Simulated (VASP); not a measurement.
# AlSi16 (a cell with a defect) in VASP: a series of runs, part 2 of 2

VASP 6.6.1. Earlier steps stand in the parts before.

### 3 Single point, PBE, collinear spin, zero start

Input file INCAR:

```
SYSTEM = AlSi16
  PREC = Accurate
  ENCUT = 520
  EDIFF = 1E-6
  ISMEAR = 0
  SIGMA = 0.05
  LREAL = Auto
  LASPH = .True.
  NELM = 150
  ALGO = Normal
  ISIF = 2
  LWAVE = .False.
  LCHARG = .True.
  ISPIN = 2
  MAGMOM = 0 0 0 0 0 0 0 0 0 0 0 0 0 0 0 0 0
  LORBIT = 11
  GGA = PE
  LELF = .True.
  LVHAR = .True.
  NBANDS = 52
```

Input file KPOINTS:

```
Automatic mesh
0
Gamma
  2 2 2
  0 0 0
```

Input file POSCAR:

```
AlSi16
1.0
    0.0000000000      5.4300000000      5.4300000000
    5.4300000000      0.0000000000      5.4300000000
    5.4300000000      5.4300000000      0.0000000000
Si Al
16 1
Direct
   -0.0099305709     -0.0002731123      0.0101576427
    0.1043222836      0.1140136280      0.1564716390
    0.0076602210      0.0173935543      0.5174375691
    0.1318965009      0.1415736648      0.6416239411
   -0.0277881215      0.5086606814      0.0087102210
    0.1086386740      0.6266397790      0.1266931860
   -0.0099290055      0.5101080110      0.4997802026
    0.1043229282      0.6564266114      0.6140632597
    0.4989559853     -0.0181040516      0.0086952118
    0.6169852670      0.1182688766      0.1266790055
    0.5004249540     -0.0002862799      0.4997663904
    0.6466989871      0.1140069061      0.6140581031
    0.4793616022      0.4889960405     -0.0109487109
    0.6031895948      0.6128700737      0.1129232965
    0.4989580110      0.5086456722      0.4819482505
    0.6169868324      0.6266262431      0.6183247698
    0.2779900552      0.2877047882      0.7877517495
```

Potentials or basis: VASP PAW PBE potentials, release 64 (Si, Al).

Launch:

```sh
> cat potpaw_PBE.64/Si/POTCAR potpaw_PBE.64/Al/POTCAR > POTCAR
> mpirun -np 1 vasp_std > vasp.out
```

OUTCAR:

```text
SYSTEM = AlSi16
   PREC = Accurate
   ENCUT = 520
   EDIFF = 1E-6
   ISMEAR = 0
   LREAL = Auto
   LASPH = .True.
   NELM = 150
   ISIF = 2
   ISPIN = 2
   LORBIT = 11
   GGA = PE

 ion  position               nearest neighbor table
   1  0.990  1.000  0.010-   4 2.32  10 2.34   6 2.34   2 2.35  17 3.17
   2  0.104  0.114  0.156-   3 2.29   1 2.35  17 2.41   9 2.48   5 2.48
   3  0.008  0.017  0.517-   2 2.29   8 2.29  12 2.29   4 2.34
   4  0.132  0.142  0.642-   1 2.32   7 2.32  11 2.32   3 2.34  17 2.75
   5  0.972  0.509  0.009-  14 2.33   6 2.34   2 2.48   8 2.48  17 2.49
   6  0.109  0.627  0.127-  13 2.33   5 2.34   1 2.34   7 2.34
   7  0.990  0.510  0.500-   4 2.32  16 2.34   6 2.34   8 2.35  17 3.17
   8  0.104  0.656  0.614-   3 2.29   7 2.35  17 2.41  15 2.48   5 2.48
   9  0.499  0.982  0.009-  14 2.33  10 2.34   2 2.48  12 2.48  17 2.49
  10  0.617  0.118  0.127-  13 2.33   9 2.34   1 2.34  11 2.34
[... 848 lines left out ...]
      6.76008      6.70774      6.75282         0.012959      0.015651      0.008501
      5.83973      5.78698      3.07172        -0.579777     -0.581340     -0.581340
 -----------------------------------------------------------------------------------
    total drift:                                0.000049     -0.011342      0.006845

  FREE ENERGIE OF THE ION-ELECTRON SYSTEM (eV)
  ---------------------------------------------------
  free  energy   TOTEN  =       -86.2581606762 eV

  energy  without entropy=      -86.2489086798  energy(sigma->0) =      -86.25353468

 total charge

# of ion       s       p       d       tot
------------------------------------------
    1        0.746   0.943   0.000   1.688
    2        0.763   0.925   0.000   1.688
    3        0.763   0.964   0.000   1.726
    4        0.742   0.958   0.000   1.700
    5        0.752   0.923   0.000   1.675
    6        0.744   0.955   0.000   1.699
[... 9 lines left out ...]
   16        0.744   0.955   0.000   1.699
   17        0.485   0.375   0.000   0.860
--------------------------------------------------
tot         12.491  15.447   0.000  27.938

 magnetization (x)

# of ion       s       p       d       tot
------------------------------------------
    1        0.000   0.000   0.000   0.000
    2        0.000   0.000   0.000   0.000
    3       -0.000   0.000   0.000  -0.000
    4       -0.000  -0.000   0.000  -0.000
    5        0.000   0.000   0.000   0.000
    6       -0.000  -0.000   0.000  -0.000
[... 9 lines left out ...]
   16        0.000   0.000   0.000   0.000
   17       -0.000  -0.000   0.000  -0.000
--------------------------------------------------
tot          0.000   0.000   0.000   0.000
```

Run time: 7.8 min. Hardware: 1 thread of Intel Xeon Platinum 8259CL at 2.50GHz (Skylake/Cascade Lake), shared host; peak memory 0.68 GiB.

Results:

```
Free energy                                           : -86.2582 eV
Pressure                                              : 5.4 GPa
Largest force                                         : 1.006 eV/Å
Net moment                                            : 0.00 μB per cell
Valence electrons inside the program's atomic spheres : Si 1.69, 1.73, 1.70, 1.68 (each value once); Al 0.86
```

Forces on the atoms (eV/Å):
```
Si   0.036  0.038  0.025
Si   0.080  0.078  0.012
Si   0.072  0.071  0.071
Si   0.054  0.055  0.055
Si  -0.069  0.048  0.048
Si   0.011  0.015  0.015
Si   0.036  0.025  0.038
Si   0.080  0.012  0.078
Si   0.047 -0.067  0.045
Si   0.013  0.009  0.016
Si   0.026  0.037  0.037
Si   0.010  0.077  0.077
Si   0.079  0.078  0.078
Si   0.046  0.046  0.046
Si   0.047  0.045 -0.067
Si   0.013  0.016  0.009
Al  -0.580 -0.581 -0.581
```

Levels at points of the mesh, in eV from the Fermi level:
Spin up:
```
           k point  band 30  band 31  band 32  band 33  band 34  band 35  band 36  band 37
(0.00, 0.00, 0.00)    -1.58    -0.90    -0.81    -0.81    -0.62    -0.23    -0.23     0.01
(0.50, 0.00, 0.00)    -1.58    -1.54    -1.50    -0.49     0.14     0.25     0.59     0.74
(0.00, 0.50, 0.00)    -1.59    -1.54    -1.50    -0.49     0.14     0.25     0.59     0.74
(0.50, 0.50, 0.50)    -1.57    -1.47    -1.47    -0.59     0.16     0.28     0.28     0.99
(0.50, 0.50, 0.00)    -2.14    -2.08    -1.93    -0.23     0.06     0.91     1.33     1.45
(0.00, 0.50, 0.50)    -2.14    -2.08    -1.93    -0.23     0.06     0.91     1.33     1.45
```
Spin down:
| k point | band 30 | band 31 | band 32 | band 33 | band 34 | band 35 | band 36 | band 37 |
| --- | --- | --- | --- | --- | --- | --- | --- | --- |
| (0.00, 0.00, 0.00) | -1.58 | -0.90 | -0.81 | -0.81 | -0.62 | -0.23 | -0.23 | 0.01 |
| (0.50, 0.00, 0.00) | -1.58 | -1.54 | -1.50 | -0.49 | 0.14 | 0.25 | 0.59 | 0.74 |
| (0.00, 0.50, 0.00) | -1.59 | -1.54 | -1.50 | -0.49 | 0.14 | 0.25 | 0.59 | 0.74 |
| (0.50, 0.50, 0.50) | -1.57 | -1.47 | -1.47 | -0.59 | 0.16 | 0.28 | 0.28 | 0.99 |
| (0.50, 0.50, 0.00) | -2.14 | -2.08 | -1.93 | -0.23 | 0.06 | 0.91 | 1.33 | 1.45 |
| (0.00, 0.50, 0.50) | -2.14 | -2.08 | -1.93 | -0.23 | 0.06 | 0.91 | 1.33 | 1.45 |

Caveat: the k points lie up to 0.50 Å⁻¹ apart; no moment was typed at the start, so none could form.

### 4 Single point, PBE, collinear spin, zero start

Input file INCAR:

```
SYSTEM = AlSi16
PREC = Accurate ; ENCUT = 520
EDIFF = 1E-6 ; ISMEAR = 0
SIGMA = 0.05 ; LREAL = Auto
LASPH = .True. ; NELM = 150
ALGO = Normal ; ISIF = 2
LWAVE = .False. ; LCHARG = .False.
ISPIN = 2 ; MAGMOM = 0 0 0 0 0 0 0 0 0 0 0 0 0 0 0 0 0
LORBIT = 11 ; GGA = PE
NBANDS = 52
```

KPOINTS is that of step 3.

Input file POSCAR:

```
AlSi16
1.0
    0.0000000000      5.4300000000      5.4300000000
    5.4300000000      0.0000000000      5.4300000000
    5.4300000000      5.4300000000      0.0000000000
Si Al
16 1
Direct
   -0.0061919890     -0.0015951197      0.0067339779
    0.1116715470      0.1163190608      0.1432796501
    0.0076956722      0.0123724678      0.5121507366
    0.1316163904      0.1362324125      0.6360171271
   -0.0358547882      0.5111186924      0.0109008287
    0.1104615101      0.6253351750      0.1251228361
   -0.0061900552      0.5069499079      0.4981926335
    0.1116733886      0.6435002762      0.6161019337
    0.5064622468     -0.0312241252      0.0108834254
    0.6207398711      0.1150251381      0.1251085635
    0.5023290976     -0.0016081031      0.4981786372
    0.6388282689      0.1163081952      0.6160916206
    0.4789187845      0.4834887661     -0.0167224678
    0.6031401473      0.6077600368      0.1075476980
    0.5064639042      0.5111005525      0.4685618785
    0.6207418969      0.6253218232      0.6148146409
    0.3320863720      0.3367314917      0.8365156538
```

Launch:

```sh
> cat potpaw_PBE.64/Si/POTCAR potpaw_PBE.64/Al/POTCAR > POTCAR
> mpirun -np 1 vasp_std > vasp.out
```

It took 6.8 min on 1 thread of Intel Xeon Platinum 8259CL at 2.50GHz (Skylake/Cascade Lake), shared host; peak memory 0.67 GiB.

It converged, with:

```yaml
Free_energy: -86.2437 eV
Pressure: 5.4 GPa
Largest_force: 1.012 eV/Å
Net_moment: 0.00 μB per cell
Valence_electrons_inside_the_program's_atomic_spheres: Si 1.70, 1.68, 1.69, 1.73 (each value once); Al 0.86
```

Forces on the atoms (eV/Å):
```
Si  -0.013 -0.012 -0.010
Si  -0.047 -0.044  0.067
Si  -0.047 -0.044 -0.044
Si  -0.078 -0.077 -0.077
Si  -0.008 -0.080 -0.080
Si  -0.024 -0.039 -0.039
Si  -0.013 -0.010 -0.012
Si  -0.047  0.067 -0.044
Si  -0.080 -0.008 -0.079
Si  -0.039 -0.024 -0.037
Si  -0.007 -0.014 -0.014
Si   0.067 -0.046 -0.046
Si  -0.059 -0.060 -0.060
Si  -0.075 -0.074 -0.074
Si  -0.080 -0.079 -0.008
Si  -0.039 -0.037 -0.024
Al   0.587  0.583  0.583
```

Stress tensor (GPa, compression positive):
```
 5.38 -0.46 -0.46
-0.46  5.38 -0.46
-0.46 -0.46  5.38
```

Levels at points of the mesh, in eV from the Fermi level:
Spin up:
```tsv
k point	band 31	band 32	band 33	band 34	band 35	band 36
(0.00, 0.00, 0.00)	-0.91	-0.81	-0.81	-0.62	-0.23	-0.23
(0.50, 0.00, 0.00)	-1.54	-1.50	-0.48	0.13	0.25	0.58
(0.00, 0.50, 0.00)	-1.54	-1.50	-0.48	0.13	0.25	0.58
(0.50, 0.50, 0.50)	-1.47	-1.47	-0.59	0.16	0.28	0.28
(0.50, 0.50, 0.00)	-2.08	-1.93	-0.23	0.06	0.90	1.34
(0.00, 0.50, 0.50)	-2.08	-1.93	-0.23	0.06	0.91	1.34
```
Spin down:
| k point | band 30 | band 31 | band 32 | band 33 | band 34 | band 35 | band 36 | band 37 |
| --- | --- | --- | --- | --- | --- | --- | --- | --- |
| (0.00, 0.00, 0.00) | -1.58 | -0.91 | -0.81 | -0.81 | -0.62 | -0.23 | -0.23 | 0.01 |
| (0.50, 0.00, 0.00) | -1.58 | -1.54 | -1.50 | -0.48 | 0.13 | 0.25 | 0.58 | 0.73 |
| (0.00, 0.50, 0.00) | -1.58 | -1.54 | -1.50 | -0.48 | 0.13 | 0.25 | 0.58 | 0.73 |
| (0.50, 0.50, 0.50) | -1.57 | -1.47 | -1.47 | -0.59 | 0.16 | 0.28 | 0.28 | 0.99 |
| (0.50, 0.50, 0.00) | -2.14 | -2.08 | -1.93 | -0.23 | 0.06 | 0.90 | 1.34 | 1.45 |
| (0.00, 0.50, 0.50) | -2.14 | -2.08 | -1.93 | -0.23 | 0.06 | 0.91 | 1.34 | 1.45 |

Caveat: the k points lie up to 0.50 Å⁻¹ apart; no moment was typed at the start, so none could form.

### 5 The runs side by side

```csv
cell,gap on the mesh (eV),pressure (GPa),moment (μB),largest force (eV/Å)
"as given, atomic positions A",none,5.3,0.00,0.36
"as given, atomic positions B",none,5.4,0.00,1.01
"as given, atomic positions C",none,5.4,0.00,1.01
```

Alike in all rows: task single point; level PBE; potentials or basis VASP PAW PBE potentials, release 64 (Si, Al); spin collinear, zero start; k mesh 2 × 2 × 2; cutoff (eV) 520; smearing gaussian 0.05 eV.

Caveats: all runs use coarse meshes; no moment was typed at the start, so none could form.

Total energies depend on the potentials used, so only differences within one code and one set of settings carry meaning.
